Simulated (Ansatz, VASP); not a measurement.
## Two plane-wave programs on LiF

```
Li F
1.0
     2.65943    0.00000    0.00000
     0.00000    2.65943    0.00000
     0.00000    0.00000    2.51626
Li F
1 1
Direct
  0.00000 0.00000 0.00000
  0.50000 0.50000 0.50000
```

Change from the starting cell: biaxial_xy strain +5.7%.

Alike in both runs: task single point; functional r2SCAN; k mesh 10 × 10 × 10; no spin polarisation.

|  | VASP | Ansatz |
| --- | --- | --- |
| version | VASP 6.6.1 | Ansatz 0.2.0 |
| potentials or method | VASP PAW PBE potentials, release 64 (Li_sv, F) | plane waves, PAW |
| plane-wave cutoff (eV) | 520 | 500 |
| occupations | gaussian, width 0.01 eV | fixed |
| valence electrons in the cell | 10 | 10 |

Ansatz gave:

- gap on the k mesh at the Fermi level (eV): 7.68

Task: Estimate VASP's values.

Result: gap on the k mesh at the Fermi level (eV): 7.82.

VASP's potentials were made for PBE, not for r2SCAN.

Noted on VASP's run: the cutoff is short for stress, so the pressure is rough.
